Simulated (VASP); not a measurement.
Here is a VASP 6.6.1 calculation.

INCAR

```
SYSTEM = C
ALGO = Normal
EDIFF = 1E-6
ENCUT = 520
GGA = PE
ISIF = 2
ISMEAR = 0
IVDW = 12
LASPH = .True.
LCHARG = .True.
LELF = .True.
LREAL = .False.
LVHAR = .True.
LWAVE = .False.
NBANDS = 11
NELM = 80
PREC = Accurate
SIGMA = 0.05
```

Contents of KPOINTS:

```
k-points
0
Gamma
  15 15 15
  0 0 0
```

POSCAR

```
C
1.0
    1.2118984948      0.6996899222      3.3048089804
   -1.2118984948      0.6996899222      3.3048089804
    0.0000000000     -1.3993798444      3.3048089804
C
2
Direct
    0.1647112226      0.1647112226      0.1647112226
    0.8352887774      0.8352887774      0.8352887774
```

Potentials or basis: VASP PAW PBE potentials, release 64 (C).

Launch:

```console
$ cat potpaw_PBE.64/C/POTCAR > POTCAR
$ mpirun -np 1 vasp_std > vasp.out
```

Predict the dispersion energy per atom.

-0.159 eV.

Estimate the band gap on the k mesh.

0.77 eV, direct.

Estimate the largest force.

0.610 eV/Å.

What does it give for the pressure?

16.8 GPa.

Forces on the atoms (eV/Å):
```
C    0.000  0.000  0.610
C    0.000  0.000 -0.610
```

A k mesh can miss the band edges.
